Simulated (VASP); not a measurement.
# SnO (Pmn2_1) in VASP: single point with HSE06

Aim: the single point of SnO with HSE06.

Program: VASP 6.6.1. These are calculated values, not measurements. Logs are shortened: lines on timing, memory, paths and dates and some standing lists are left out, and cuts for length are marked.

## Step 1: The cell of the first run

The structure is orthorhombic, space group Pmn2_1 (No. 31). Conventional cell: a = 3.303 Å, b = 5.758 Å, c = 4.001 Å, α = 90.00°, β = 90.00°, γ = 90.00°. Sn (site symmetry m) has 3 O at 2.12 to 2.13 Å within 2.8 Å. Within 2.9 Å of O (site symmetry m) lie 3 Sn at 2.12 to 2.13 Å and 4 O at 2.87 Å.

## Step 2: Single point, HSE06

The input, POSCAR:

```
SnO
1.0
    3.3031148596      0.0000000000      0.0000000000
    0.0000000000      5.7577051009      0.0000000000
    0.0000000000      0.0000000000      4.0008069970
Sn O
2 2
Direct
    0.0000000000      0.2294420234      0.5172649392
    0.5000000000      0.7705579766      0.0172649392
    0.0000000000      0.8935339390      0.7327360608
    0.5000000000      0.1064660610      0.2327360608
```

The input, INCAR.step1:

```
PREC = Accurate ; ENCUT = 520
EDIFF = 1E-5 ; ISMEAR = 0
SIGMA = 0.01 ; LREAL = F
LASPH = T ; NELM = 100
ALGO = Normal ; ISIF = 2
LWAVE = T ; LCHARG = F
GGA = PE ; NBANDS = 28
```

The input, INCAR.step2:

```
PREC = Accurate ; ENCUT = 520
EDIFF = 1E-7 ; ISMEAR = 0
SIGMA = 0.01 ; LREAL = F
LASPH = T ; NELM = 100
ALGO = Normal ; ISIF = 2
LWAVE = F ; LCHARG = F
GGA = PE ; LHFCALC = T
HFSCREEN = 0.2079 ; PRECFOCK = Normal
ISTART = 1 ; NBANDS = 28
```

The input, KPOINTS:

```
Automatic mesh
0
Gamma
  4 2 4
```

Potentials or basis: VASP PAW PBE potentials, release 64 (Sn_d, O).

Run with:

```sh
$ cat potpaw_PBE.64/Sn_d/POTCAR potpaw_PBE.64/O/POTCAR > POTCAR
$ cp INCAR.step1 INCAR
$ mpirun -np 1 vasp_std > vasp.out
$ cp INCAR.step2 INCAR
$ mpirun -np 1 vasp_std > vasp.out
```

OUTCAR:

```text
PREC = Accurate
   ENCUT = 520
   EDIFF = 1E-7
   ISMEAR = 0
   LREAL = F
   LASPH = T
   NELM = 100
   ISIF = 2
   GGA = PE
   LHFCALC = T
   HFSCREEN = 0.2079
   PRECFOCK = Normal
   ISTART = 1

 ion  position               nearest neighbor table
   1  0.000  0.229  0.517-   3 2.12   4 2.13   4 2.13   2 3.70   2 3.70   2 3.70   2 3.70
   2  0.500  0.771  0.017-   4 2.12   3 2.13   3 2.13   1 3.70   1 3.70   1 3.70   1 3.70
   3  0.000  0.894  0.733-   1 2.12   2 2.13   2 2.13
   4  0.500  0.106  0.233-   2 2.12   1 2.13   1 2.13

  LATTYP: Found a simple orthorhombic cell.
 ALAT       =     3.3031148596
 B/A-ratio  =     1.2112224876
 C/A-ratio  =     1.7431138019

  Lattice vectors:

 A1 = (  -3.3031148596,   0.0000000000,   0.0000000000)
 A2 = (   0.0000000000,   0.0000000000,   4.0008069970)
 A3 = (   0.0000000000,   5.7577051009,   0.0000000000)

Analysis of symmetry for initial positions (statically):
=====================================================================
 Subroutine PRICEL returns:
 Original cell was already a primitive cell.

 Routine SETGRP: Setting up the symmetry group for a
 simple orthorhombic supercell.

 Subroutine GETGRP returns: Found  4 space group operations
 (whereof  2 operations were pure point group operations)
 out of a pool of  8 trial point group operations.

The static configuration has the point symmetry C_1h.
 The point group associated with its full space group is C_2v.

Analysis of symmetry for dynamics (positions and initial velocities):
=====================================================================
 Subroutine PRICEL returns:
 Original cell was already a primitive cell.

 Routine SETGRP: Setting up the symmetry group for a
 simple orthorhombic supercell.

 Subroutine GETGRP returns: Found  4 space group operations
 (whereof  2 operations were pure point group operations)
 out of a pool of  8 trial point group operations.

The dynamic configuration has the point symmetry C_1h.
 The point group associated with its full space group is C_2v.

 Subroutine INISYM returns: Found  4 space group operations
 (whereof  2 operations are pure point group operations),
 and found     1 'primitive' translations

----------------------------------------------------------------------------------------

                                     Primitive cell

  volume of cell :      76.0888

  direct lattice vectors                    reciprocal lattice vectors
     3.303114860  0.000000000  0.000000000     0.302744543  0.000000000  0.000000000
     0.000000000  5.757705101  0.000000000     0.000000000  0.173680309  0.000000000
     0.000000000  0.000000000  4.000806997     0.000000000  0.000000000  0.249949573

  length of vectors
     3.303114860  5.757705101  4.000806997     0.302744543  0.173680309  0.249949573

  position of ions in fractional coordinates (direct lattice)
     0.000000000  0.229442023  0.517264939
     0.500000000  0.770557977  0.017264939
     0.000000000  0.893533939  0.732736061
     0.500000000  0.106466061  0.232736061

  ion indices of the primitive-cell ions
   primitive index   ion index
                 1           1
                 2           2
                 3           3
                 4           4

----------------------------------------------------------------------------------------

 KPOINTS: Automatic mesh

Automatic generation of k-mesh.
 Grid dimensions read from file:
 generate k-points for:    4    2    4

 Generating k-lattice:

  Cartesian coordinates                     Fractional coordinates (reciprocal lattice)
     0.075686136  0.000000000  0.000000000     0.250000000  0.000000000  0.000000000
     0.000000000  0.086840154  0.000000000     0.000000000  0.500000000  0.000000000
     0.000000000  0.000000000  0.062487393     0.000000000  0.000000000  0.250000000

  Length of vectors
     0.075686136  0.086840154  0.062487393

  Shift w.r.t. Gamma in fractional coordinates (k-lattice)
     0.000000000  0.000000000  0.000000000

 Subroutine IBZKPT returns following result:
 ===========================================

 Found     18 irreducible k-points:

 Following reciprocal coordinates:
            Coordinates               Weight
  0.000000  0.000000  0.000000      1.000000
  0.250000  0.000000  0.000000      2.000000
  0.500000  0.000000  0.000000      1.000000
  0.000000  0.500000  0.000000      1.000000
  0.250000  0.500000  0.000000      2.000000
  0.500000  0.500000  0.000000      1.000000
[... 10 lines left out ...]
  0.250000  0.500000  0.500000      2.000000
  0.500000  0.500000  0.500000      1.000000
   k-points           NKPTS =     18   k-points in BZ     NKDIM =     32   number of bands    NBANDS=     28
   number of dos      NEDOS =    301   number of ions     NIONS =      4
   total plane-waves  NPLWV =  40320
   dimension x,y,z NGX =    28 NGY =   48 NGZ =   30
   dimension x,y,z NGXF=    56 NGYF=   96 NGZF=   60
   ions per type =               2   2
   NGX,Y,Z   is equivalent  to a cutoff of  14.09, 13.86, 12.47 a.u.
   NGXF,Y,Z  is equivalent  to a cutoff of  28.18, 27.72, 24.93 a.u.
 SYSTEM =  unknown system
   PREC   = accura    normal or accurate (medium, high low for compatibility)
   ISTART =      1    job   : 0-new  1-cont  2-samecut
   ICHARG =      0    charge: 1-file 2-atom 10-const
   ISPIN  =      1    spin polarized calculation?
   LNONCOLLINEAR =      F non collinear calculations
   LSORBIT =      F    spin-orbit coupling
   LASPH  =      T    aspherical Exc in radial PAW
   ENCUT  =  520.0 eV  38.22 Ry    6.18 a.u.   6.14 10.71  7.44*2*pi/ulx,y,z
   NELM   =    100;   NELMIN=  2; NELMDL=  0     # of ELM steps
   EDIFF  = 0.1E-06   stopping-criterion for ELM
   LREAL  =      F    real-space projection
   EDIFFG = 0.1E-05   stopping-criterion for IOM
   NSW    =      0    number of steps for IOM
   IBRION =     -1    ionic relax: 0-MD 1-quasi-New 2-CG
   NFREE  =      0    steps in history (QN), initial steepest desc. (CG)
   ISIF   =      2    stress and relaxation
   ISYM   =      3    0-nonsym 1-usesym 2-fastsym
   POTIM  = 0.5000    time-step for ionic-motion
   TEBEG  =    0.0;   TEEND  =   0.0 temperature during run
   PSTRESS=    0.0 pullay stress
   NELECT =      40.0000    total number of electrons
   NUPDOWN=      -1.0000    fix difference up-down
   EMIN   =  10.00;   EMAX   =-10.00  energy-range for DOS
   EFERMI =   0.00;   METHOD = LEGACY
   ISMEAR =     0;   SIGMA  =   0.01  broadening in eV -4-tet -1-fermi 0-gaus
   EFERMI_NEDOS =   21; number of points for ismear=-14 and -15
   IALGO  =     38    algorithm
   IMIX   =      1    mixing-type and parameters
     AMIX     =   0.40;   BMIX     =  1.00
     AMIX_MAG =   1.60;   BMIX_MAG =  1.00
  volume/ion in A,a.u.               =      19.02       128.37
  Fermi-wavevector in a.u.,A,eV,Ry     =   1.321259  2.496817 23.752032  1.745725
  Thomas-Fermi vector in A             =   2.451026
   LORBIT       =      0    0 simple, 1 ext, 2 COOP (PROOUT), +10 PAW based schemes
   GGA     = PE    functional components
   LHFCALC =     T    Hartree Fock is set to
   PRECFOCK=normal    Normal, Fast or Accurate (Low or Medium for compatibility)
   ENCUT4O =  -1.0   cutoff for four orbital integrals eV
   NKREDX  =     1    reduce k-point grid by
   NKREDY  =     1    reduce k-point grid by
   NKREDZ  =     1    reduce k-point grid by
   AEXX    =    0.2500 exact exchange contribution
   HFSCREEN=    0.2079 screening length (either q_TF or 0.3 A-1)
   HFSCREENC=   0.2079 screening length for correlation (either q_TF or 0.3 A-1)
   ENCUTFOCK=  -1.0 apply spherical cutoff to Coloumb kernel
   IVDW    =     0    specifies the selected vdW correction
   LEPSILON=     F    determine dielectric tensor
   LRPA    =     F    only Hartree local field effects (RPA)
 non-spin polarized calculation
 Gauss-broadening in eV      SIGMA  =   0.01
  energy-cutoff  :      520.00
  volume of cell :       76.09
 maximum number of plane-waves:      2088
 NGX is ok and might be reduce to    28
  NGX = 20; NGY = 36; NGZ = 24

 number of electron      40.0000011 magnetization

 Free energy of the ion-electron system (eV)
  ---------------------------------------------------
  ext. energy  EPLUGINS =         0.00000000
  ---------------------------------------------------
  free energy    TOTEN  =       -27.72447730 eV

  energy without entropy =      -27.72447730  energy(sigma->0) =      -27.72447730

 E-fermi :   5.0504     XC(G=0):  -8.1259

 val. band max:        4.9651416444   @ k =   0.0000   0.0000   0.0000
 cond. band min:       7.6029582191   @ k =   0.0000   0.5000   0.5000
 fundamental gap:      2.6378165747
 Fermi energy:         5.0504117002

 k-point     1 :       0.0000    0.0000    0.0000
  band No.  band energies     occupation
      1     -18.4463      2.00000
      2     -17.9810      2.00000
      3     -17.8609      2.00000
      4     -17.8349      2.00000
      5     -17.8046      2.00000
      6     -17.7769      2.00000
[... 20 lines left out ...]
     27      14.9913      0.00000
     28      15.9415      0.00000

 k-point     2 :       0.2500    0.0000    0.0000
  band No.  band energies     occupation
      1     -18.4371      2.00000
      2     -18.1456      2.00000
      3     -17.8544      2.00000
      4     -17.8342      2.00000
      5     -17.8138      2.00000
      6     -17.7748      2.00000
[... 20 lines left out ...]
     27      14.8577      0.00000
     28      16.0514      0.00000

 k-point     3 :       0.5000    0.0000    0.0000
  band No.  band energies     occupation
      1     -18.4045      2.00000
      2     -18.4045      2.00000
      3     -17.8206      2.00000
      4     -17.8206      2.00000
      5     -17.7691      2.00000
      6     -17.7691      2.00000
[... 430 lines left out ...]
      3     -17.8561      2.00000
      4     -17.8561      2.00000
      5     -17.7818      2.00000
      6     -17.7818      2.00000
[... 20 lines left out ...]
     27      16.4576      0.00000
     28      16.4576      0.00000

 k-point    18 :       0.5000    0.5000    0.5000
  band No.  band energies     occupation
      1     -18.4408      2.00000
      2     -18.4408      2.00000
      3     -17.8454      2.00000
      4     -17.8454      2.00000
      5     -17.7469      2.00000
      6     -17.7469      2.00000
[... 20 lines left out ...]
     27      16.7734      0.00000
     28      16.7734      0.00000

------------------------ aborting loop because EDIFF is reached ----------------------------------------

  FORCE on cell =-STRESS in cart. coord.  units (eV):
  Direction    XX          YY          ZZ          XY          YZ          ZX
  --------------------------------------------------------------------------------------
  -------------------------------------------------------------------------------------
  Total        0.3887055      0.1559730      0.5811216      0.0000000      0.0000000      0.0000000
  in kB        8.1848465      3.2842730     12.2364913      0.0000000      0.0000000      0.0000000
  external PRESSURE =       7.9018702 kB  Pullay stress =       0.0000000 kB

 VOLUME and BASIS-vectors are now :
 -----------------------------------------------------------------------------
  energy-cutoff  :      520.00
  volume of cell :       76.09
      direct lattice vectors                 reciprocal lattice vectors
     3.303114860  0.000000000  0.000000000     0.302744543  0.000000000  0.000000000
     0.000000000  5.757705101  0.000000000     0.000000000  0.173680309  0.000000000
     0.000000000  0.000000000  4.000806997     0.000000000  0.000000000  0.249949573

 POSITION                                       TOTAL-FORCE (eV/Angst)
 -----------------------------------------------------------------------------------
      0.00000      1.32106      2.06948         0.000000     -0.012617     -0.037655
      1.65156      4.43665      0.06907         0.000000      0.012617     -0.037655
      0.00000      5.14470      2.93154         0.000000     -0.003858      0.037655
      1.65156      0.61300      0.93113         0.000000      0.003858      0.037655
 -----------------------------------------------------------------------------------
    total drift:                                0.000000      0.000002     -0.000399

  FREE ENERGIE OF THE ION-ELECTRON SYSTEM (eV)
  ---------------------------------------------------
  free  energy   TOTEN  =       -27.7244773043 eV

  energy  without entropy=      -27.7244773043  energy(sigma->0) =      -27.72447730
```

Wall time 59 min (1 thread of Intel Xeon Platinum 8259CL at 2.50GHz (Skylake/Cascade Lake), shared host); peak memory 0.34 GiB.

Results:

- Free energy: -27.7245 eV
- Pressure: 0.8 GPa
- Largest force: 0.040 eV/Å
- Band gap on the k mesh: 2.64 eV (least direct gap 3.46 eV)

Forces on the atoms (eV/Å):
```
Sn   0.000 -0.013 -0.038
Sn   0.000  0.013 -0.038
O    0.000 -0.004  0.038
O    0.000  0.004  0.038
```

Caveat: the k points lie up to 0.55 Å⁻¹ apart; the PAW data sets were made with another functional, which shifts forces and pressure a little; spin-orbit coupling is left out, which moves the levels of the heavy elements. A k mesh can miss the band edges.
